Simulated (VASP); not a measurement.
A run of VASP 6.6.1:

INCAR

```
SYSTEM = Fe
PREC = Accurate
ENCUT = 520
EDIFF = 1E-7
ISMEAR = -1
SIGMA = 0.05
LREAL = .FALSE.
LASPH = .TRUE.
NELM = 150
ALGO = Normal
ISIF = 2
LWAVE = .FALSE.
LCHARG = .TRUE.
ISPIN = 2
MAGMOM = 6
LORBIT = 11
NUPDOWN = 6.0
LMAXMIX = 4
GGA = PS
LELF = .TRUE.
LVHAR = .TRUE.
NBANDS = 14
```

Contents of KPOINTS:

```
regular mesh
0
G
  11 11 11
  0 0 0
```

The input POSCAR:

```
Fe
1.0
   -1.4430000000      1.4430000000      1.4430000000
    1.4430000000     -1.4430000000      1.4430000000
    1.4430000000      1.4430000000     -1.4430000000
Fe
1
Direct
    0.0000000000      0.0000000000      0.0000000000
```

Potentials or basis: VASP PAW PBE potentials, release 64 (Fe).

Command:

```console
$ cat potpaw_PBE.64/Fe/POTCAR > POTCAR
$ mpirun -np 1 vasp_std > vasp.out
```

Hardware: 1 thread of AMD EPYC 9R45 (Zen 5), on a shared host.

Estimate the wall time of this run.

It took 11 s on 1 thread of AMD EPYC 9R45 (Zen 5) (shared host), peak memory 0.11 GiB. Counts: scf iterations 14, k points 56.
